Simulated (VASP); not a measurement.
# NaI (Fm-3m) in VASP: notebook, part 2 of 2

VASP 6.6.1.

**3. Single point, r2SCAN**

Input file POSCAR:

```
NaI
1.0
    3.2333524064      3.2333524064      0.0000000000
   -3.2333524064      3.2333524064      0.0000000000
    0.0000000000      3.2333524064      3.2333524064
Na I
1 1
Direct
    0.0000000000      0.0000000000      0.0000000000
    0.5000000000      0.5000000000      0.0000000000
```

Input file INCAR.step1:

```
ALGO = Normal
EDIFF = 1E-4
ENCUT = 520
GGA = PE
ISMEAR = 0
LASPH = T
LCHARG = F
LREAL = F
LWAVE = T
NBANDS = 14
NELM = 80
PREC = Accurate
SIGMA = 0.01
```

Input file INCAR.step2:

```
ALGO = Normal
EDIFF = 1E-7
ENCUT = 520
ISIF = 2
ISMEAR = 0
ISTART = 1
LASPH = T
LCHARG = F
LMIXTAU = T
LREAL = F
LWAVE = F
METAGGA = R2SCAN
NBANDS = 14
NELM = 80
PREC = Accurate
SIGMA = 0.01
```

Input file KPOINTS:

```
k-points
0
Gamma
  6 6 6
```

Potentials or basis: VASP PAW PBE potentials, release 64 (Na_pv, I).

On the command line:

```sh
$ cat potpaw_PBE.64/Na_pv/POTCAR potpaw_PBE.64/I/POTCAR > POTCAR
$ cp INCAR.step1 INCAR
$ mpirun -np 1 vasp_std > vasp.out
$ cp INCAR.step2 INCAR
$ mpirun -np 1 vasp_std > vasp.out
```

OUTCAR:

```text
EDIFF = 1E-7
   ENCUT = 520
   ISIF = 2
   ISMEAR = 0
   ISTART = 1
   LASPH = T
   LREAL = F
   METAGGA = R2SCAN
   NELM = 80
   PREC = Accurate

 ion  position               nearest neighbor table
   1  0.000  0.000  0.000-
   2  0.500  0.500  0.000-

  LATTYP: Found a face centered cubic cell.
 ALAT       =     6.4667048128

  Lattice vectors:

 A1 = (   0.0000000000,   3.2333524064,   3.2333524064)
 A2 = (   3.2333524064,   0.0000000000,   3.2333524064)
 A3 = (   3.2333524064,   3.2333524064,   0.0000000000)

Analysis of symmetry for initial positions (statically):
=====================================================================
 Subroutine PRICEL returns:
 Original cell was already a primitive cell.

 Routine SETGRP: Setting up the symmetry group for a
 face centered cubic supercell.

 Subroutine GETGRP returns: Found 48 space group operations
 (whereof 48 operations were pure point group operations)
 out of a pool of 48 trial point group operations.

The static configuration has the point symmetry O_h .

Analysis of symmetry for dynamics (positions and initial velocities):
=====================================================================
 Subroutine PRICEL returns:
 Original cell was already a primitive cell.

 Routine SETGRP: Setting up the symmetry group for a
 face centered cubic supercell.

 Subroutine GETGRP returns: Found 48 space group operations
 (whereof 48 operations were pure point group operations)
 out of a pool of 48 trial point group operations.

The dynamic configuration has the point symmetry O_h .

 Subroutine INISYM returns: Found 48 space group operations
 (whereof 48 operations are pure point group operations),
 and found     1 'primitive' translations

----------------------------------------------------------------------------------------

                                     Primitive cell

  volume of cell :      67.6066

  direct lattice vectors                    reciprocal lattice vectors
     3.233352406  3.233352406  0.000000000     0.154638263  0.154638263 -0.154638263
    -3.233352406  3.233352406  0.000000000    -0.154638263  0.154638263 -0.154638263
     0.000000000  3.233352406  3.233352406     0.000000000  0.000000000  0.309276526

  length of vectors
     4.572650825  4.572650825  4.572650825     0.267841328  0.267841328  0.309276526

  position of ions in fractional coordinates (direct lattice)
     0.000000000  0.000000000  0.000000000
     0.500000000  0.500000000  0.000000000

  ion indices of the primitive-cell ions
   primitive index   ion index
                 1           1
                 2           2

----------------------------------------------------------------------------------------

 KPOINTS: k-points

Automatic generation of k-mesh.
 Grid dimensions read from file:
 generate k-points for:    6    6    6

 Generating k-lattice:

  Cartesian coordinates                     Fractional coordinates (reciprocal lattice)
     0.025773044  0.025773044 -0.025773044     0.166666667  0.000000000  0.000000000
    -0.025773044  0.025773044 -0.025773044     0.000000000  0.166666667  0.000000000
     0.000000000  0.000000000  0.051546088     0.000000000  0.000000000  0.166666667

  Length of vectors
     0.044640221  0.044640221  0.051546088

  Shift w.r.t. Gamma in fractional coordinates (k-lattice)
     0.000000000  0.000000000  0.000000000

 Subroutine IBZKPT returns following result:
 ===========================================

 Found     16 irreducible k-points:

 Following reciprocal coordinates:
            Coordinates               Weight
  0.000000  0.000000  0.000000      1.000000
  0.166667  0.000000  0.000000      8.000000
  0.333333  0.000000  0.000000      8.000000
  0.500000  0.000000  0.000000      4.000000
  0.166667  0.166667  0.000000     12.000000
  0.333333  0.166667  0.000000     24.000000
[... 8 lines left out ...]
  0.500000  0.333333  0.166667     24.000000
  0.500000  0.500000  0.166667     12.000000
   k-points           NKPTS =     16   k-points in BZ     NKDIM =     16   number of bands    NBANDS=     14
   number of dos      NEDOS =    301   number of ions     NIONS =      2
   total plane-waves  NPLWV =  46656
   dimension x,y,z NGX =    36 NGY =   36 NGZ =   36
   dimension x,y,z NGXF=    72 NGYF=   72 NGZF=   72
   ions per type =               1   1
   NGX,Y,Z   is equivalent  to a cutoff of  13.09, 13.09, 13.09 a.u.
   NGXF,Y,Z  is equivalent  to a cutoff of  26.18, 26.18, 26.18 a.u.
 SYSTEM =  unknown system
   PREC   = accura    normal or accurate (medium, high low for compatibility)
   ISTART =      1    job   : 0-new  1-cont  2-samecut
   ICHARG =      0    charge: 1-file 2-atom 10-const
   ISPIN  =      1    spin polarized calculation?
   LNONCOLLINEAR =      F non collinear calculations
   LSORBIT =      F    spin-orbit coupling
   LASPH  =      T    aspherical Exc in radial PAW
   ENCUT  =  520.0 eV  38.22 Ry    6.18 a.u.   8.50  8.50  8.50*2*pi/ulx,y,z
   NELM   =     80;   NELMIN=  2; NELMDL=  0     # of ELM steps
   EDIFF  = 0.1E-06   stopping-criterion for ELM
   LREAL  =      F    real-space projection
   EDIFFG = 0.1E-05   stopping-criterion for IOM
   NSW    =      0    number of steps for IOM
   IBRION =     -1    ionic relax: 0-MD 1-quasi-New 2-CG
   NFREE  =      0    steps in history (QN), initial steepest desc. (CG)
   ISIF   =      2    stress and relaxation
   ISYM   =      2    0-nonsym 1-usesym 2-fastsym
   POTIM  = 0.5000    time-step for ionic-motion
   TEBEG  =    0.0;   TEEND  =   0.0 temperature during run
   PSTRESS=    0.0 pullay stress
   NELECT =      14.0000    total number of electrons
   NUPDOWN=      -1.0000    fix difference up-down
   EMIN   =  10.00;   EMAX   =-10.00  energy-range for DOS
   EFERMI =   0.00;   METHOD = LEGACY
   ISMEAR =     0;   SIGMA  =   0.01  broadening in eV -4-tet -1-fermi 0-gaus
   EFERMI_NEDOS =   21; number of points for ismear=-14 and -15
   IALGO  =     38    algorithm
   IMIX   =      4    mixing-type and parameters
     AMIX     =   0.40;   BMIX     =  1.00
     AMIX_MAG =   1.60;   BMIX_MAG =  1.00
  volume/ion in A,a.u.               =      33.80       228.12
  Fermi-wavevector in a.u.,A,eV,Ry     =   0.968548  1.830290 12.763424  0.938085
  Thomas-Fermi vector in A             =   2.098527
   LORBIT       =      0    0 simple, 1 ext, 2 COOP (PROOUT), +10 PAW based schemes
   METAGGA = R2SCAN    functional components
   LHFCALC =     F    Hartree Fock is set to
   AEXX    =    0.0000 exact exchange contribution
   IVDW    =     0    specifies the selected vdW correction
   LEPSILON=     F    determine dielectric tensor
   LRPA    =     F    only Hartree local field effects (RPA)
 non-spin polarized calculation
 Gauss-broadening in eV      SIGMA  =   0.01
  energy-cutoff  :      520.00
  volume of cell :       67.61
 maximum number of plane-waves:      1853
 NGX is ok and might be reduce to    36
   NGX = 17   NGY = 17   NGZ = 17

 number of electron      13.9999994 magnetization

 Free energy of the ion-electron system (eV)
  ---------------------------------------------------
  ext. energy  EPLUGINS =         0.00000000
  ---------------------------------------------------
  free energy    TOTEN  =       -31.08560463 eV

  energy without entropy =      -31.08560463  energy(sigma->0) =      -31.08560463

 E-fermi :   0.5982     XC(G=0):  -8.0807

 val. band max:        0.4998113309   @ k =   0.0000   0.0000   0.0000
 cond. band min:       4.9472699165   @ k =   0.0000   0.0000   0.0000
 fundamental gap:      4.4474585856
 Fermi energy:         0.5982076312

 k-point     1 :       0.0000    0.0000    0.0000
  band No.  band energies     occupation
      1     -22.7483      2.00000
      2     -22.7482      2.00000
      3     -22.7480      2.00000
      4     -10.8532      2.00000
      5       0.4998      2.00000
      6       0.4998      2.00000
      7       0.4998      2.00000
      8       4.9473      0.00000
      9       8.9744      0.00000
     10       8.9744      0.00000
     11       8.9744      0.00000
     12      10.8309      0.00000
     13      10.8309      0.00000
     14      11.6185      0.00000
[... 241 lines left out ...]
      1     -22.7514      2.00000
      2     -22.7504      2.00000
      3     -22.7498      2.00000
      4     -10.4261      2.00000
      5      -1.2042      2.00000
      6      -0.6279      2.00000
      7      -0.3915      2.00000
      8       6.5975      0.00000
      9       7.5104      0.00000
     10       9.7387      0.00000
     11       9.8953      0.00000
     12      13.1067      0.00000
     13      13.8753      0.00000
     14      13.9172      0.00000

------------------------ aborting loop because EDIFF is reached ----------------------------------------

  FORCE on cell =-STRESS in cart. coord.  units (eV):
  Direction    XX          YY          ZZ          XY          YZ          ZX
  --------------------------------------------------------------------------------------
  -------------------------------------------------------------------------------------
  Total       -0.0570810     -0.0570810     -0.0570810      0.0000000     -0.0000000      0.0000000
  in kB       -1.3527364     -1.3527364     -1.3527364      0.0000000     -0.0000000      0.0000000
  external PRESSURE =      -1.3527364 kB  Pullay stress =       0.0000000 kB

 VOLUME and BASIS-vectors are now :
 -----------------------------------------------------------------------------
  energy-cutoff  :      520.00
  volume of cell :       67.61
      direct lattice vectors                 reciprocal lattice vectors
     3.233352406  3.233352406  0.000000000     0.154638263  0.154638263 -0.154638263
    -3.233352406  3.233352406  0.000000000    -0.154638263  0.154638263 -0.154638263
     0.000000000  3.233352406  3.233352406     0.000000000  0.000000000  0.309276526

 POSITION                                       TOTAL-FORCE (eV/Angst)
 -----------------------------------------------------------------------------------
      0.00000      0.00000      0.00000        -0.000000      0.000000      0.000000
      0.00000      3.23335      0.00000         0.000000     -0.000000      0.000000
 -----------------------------------------------------------------------------------
    total drift:                               -0.000000      0.000000     -0.000000

  FREE ENERGIE OF THE ION-ELECTRON SYSTEM (eV)
  ---------------------------------------------------
  free  energy   TOTEN  =       -31.0856046283 eV

  energy  without entropy=      -31.0856046283  energy(sigma->0) =      -31.08560463
```

OUTCAR.step1:

```text
EDIFF = 1E-4
   ENCUT = 520
   GGA = PE
   ISMEAR = 0
   LASPH = T
[... 482 lines left out ...]
 -----------------------------------------------------------------------------------
      0.00000      0.00000      0.00000        -0.000000     -0.000000      0.000000
      0.00000      3.23335      0.00000         0.000000      0.000000      0.000000
 -----------------------------------------------------------------------------------
    total drift:                               -0.000000      0.000000     -0.000000

  FREE ENERGIE OF THE ION-ELECTRON SYSTEM (eV)
  ---------------------------------------------------
  free  energy   TOTEN  =        -5.3843623603 eV

  energy  without entropy=       -5.3843623603  energy(sigma->0) =       -5.38436236
```

Run time: 85 s. Hardware: 1 thread of AMD EPYC 7R13 (Zen 3), shared host; peak memory 0.19 GiB.

Results:

| Item | Value |
| --- | --- |
| Free energy | -31.0856 eV |
| Pressure | -0.1 GPa |
| Band gap on the k mesh | 4.45 eV, direct |

Caveat: the PAW data sets were made with another functional, which shifts forces and pressure a little; spin-orbit coupling is left out, which moves the levels of the heavy elements.
